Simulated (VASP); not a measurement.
Set up this calculation in VASP 6.6.1, as the native input.

```yaml
Task: single point
Functional: PBE
Potentials_or_basis: VASP PAW PBE potentials, release 64 (Ca_sv, Se)
Cutoff: 520 eV
k_mesh: 8 × 8 × 8
Occupations: fermi-dirac, width 0.02 eV
Spin: no spin polarisation
Dipole_correction: no
Further_INCAR_settings: ALGO = Normal; EDIFF = 1e-07; NBANDS = 15
```

The structure of CaSe lies in POSCAR:

```
CaSe
1.0
    3.6048585127     -0.0299263957     -0.0299263957
   -0.0299263957      3.6048585127     -0.0299263957
   -0.0299263957     -0.0299263957      3.6048585127
Ca Se
1 1
Direct
    0.0000000000      0.0000000000      0.0000000000
    0.5000000000      0.5000000000      0.5000000000
```

This cell differs from its parent crystal: strain along [111] -2.5%.

The input as run:

INCAR

```
SYSTEM = CaSe
  ALGO = Normal
  EDIFF = 1E-7
  ENCUT = 520
  GGA = PE
  ISIF = 2
  ISMEAR = -1
  LASPH = .TRUE.
  LCHARG = .FALSE.
  LREAL = .FALSE.
  LWAVE = .FALSE.
  NBANDS = 15
  NELM = 80
  PREC = Accurate
  SIGMA = 0.02
```

KPOINTS

```
k-points
0
G
  8 8 8
  0 0 0
```

Potentials or basis: VASP PAW PBE potentials, release 64 (Ca_sv, Se).

Launch:

```console
$ cat potpaw_PBE.64/Ca_sv/POTCAR potpaw_PBE.64/Se/POTCAR > POTCAR
$ mpirun -np 1 vasp_std > vasp.out
```

Results of the run:

The pressure is 2.3 GPa and the band gap on the k mesh is 0.73 eV, direct.

Caveat: the cell differs from its parent crystal (strain along [111] -2.5%).

Wall time 41 s on 1 thread of Intel(R) Xeon(R) Platinum 8259CL CPU @ 2.50GHz (Skylake/Cascade Lake), with other jobs on the host, peak memory 0.18 GiB.
